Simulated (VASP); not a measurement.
Here is a VASP 6.6.1 calculation.

INCAR

```
SYSTEM = SnO2
ALGO = Normal ; EDIFF = 1E-7
ENCUT = 520 ; GGA = CA
ISIF = 2 ; ISMEAR = 0
LASPH = .True. ; LCHARG = .True.
LELF = .True. ; LREAL = .False.
LVHAR = .True. ; LWAVE = .False.
NBANDS = 35 ; NELM = 60
PREC = Accurate ; SIGMA = 0.05
```

The input KPOINTS:

```
k-points
0
Gamma
  6 6 8
  0 0 0
```

The input POSCAR:

```
SnO2
1.0
    4.7201335214      0.0000000000      0.0000000000
    0.0000000000      4.7206343117      0.0000000000
    0.0000000000      0.0000000000      3.1888226872
Sn O
2 4
Direct
    0.5000000000      0.5000000000      0.5000000000
    0.0000000000      0.0000000000      0.0000000000
    0.3059920358      0.3580673078      0.0000000000
    0.8059920358      0.1419326922      0.5000000000
    0.1940079642      0.8580673078      0.5000000000
    0.6940079642      0.6419326922      0.0000000000
```

Potentials or basis: VASP PAW LDA potentials, release 64 (Sn_d, O).

Run with:

```console
$ cat potpaw_LDA.64/Sn_d/POTCAR potpaw_LDA.64/O/POTCAR > POTCAR
$ mpirun -np 1 vasp_std > vasp.out
```

**Question.** Predict the pressure.

**Answer.** 13.4 GPa.

**Question.** Estimate the largest force.

**Answer.** 4.513 eV/Å.

**Question.** Estimate the band gap on the k mesh.

**Answer.** 1.63 eV.

Forces on the atoms (eV/Å):
```
Sn   0.000  0.000  0.000
Sn   0.000  0.000  0.000
O   -3.397 -2.971  0.000
O   -3.397  2.971  0.000
O    3.397 -2.971  0.000
O    3.397  2.971  0.000
```

Caveat: the cell differs from its parent crystal (atoms shifted along a free coordinate); the cell stands under pressure; spin-orbit coupling is left out, which moves the levels of the heavy elements; forces of over 1 eV/Å act on the atoms, so gaps and moduli don't describe the material at rest.
